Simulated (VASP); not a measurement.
BN (Qingsongite):

```xyz
2
Lattice="0.0000 1.8227 1.8227 1.8227 0.0000 1.8227 1.8227 1.8227 0.0000" Properties=species:S:1:pos:R:3 pbc="T T T"
B     0.0000    0.0000    0.0000
N     0.9113    0.9113    0.9113
```

This cell differs from its parent crystal: volume changed by +3%.

Base run:

| Property | Result |
| --- | --- |
| Program | VASP 6.6.1 |
| Functional | r2SCAN |
| Potentials or basis | VASP PAW PBE potentials, release 64 (B_h, N_h) |
| Cutoff | 910 eV |
| k mesh | 10 × 10 × 10 |
| Occupations | gaussian, width 0.01 eV |
| Spin | no spin polarisation |

Its results: band gap on the k mesh 4.96 eV, indirect (least direct gap 9.42 eV); pressure -11.5 GPa.

Problem. The run is repeated on the same cell with these changes: potentials or basis from VASP PAW PBE potentials, release 64 (B_h, N_h) to VASP PAW PBE potentials, release 64 (B, N); cutoff from 910 eV to 520 eV. What comes out?

Solution. Band gap on the k mesh 4.94 eV, indirect (least direct gap 9.40 eV); pressure -9.9 GPa.

Caveats: the PAW data sets were made with another functional, which shifts forces and pressure a little; the cutoff is under 1.25 times the usual one of these potentials, so pressure, stress and relaxed cells hold a basis-set (Pulay) error (some runs).

A k mesh can miss the band edges.
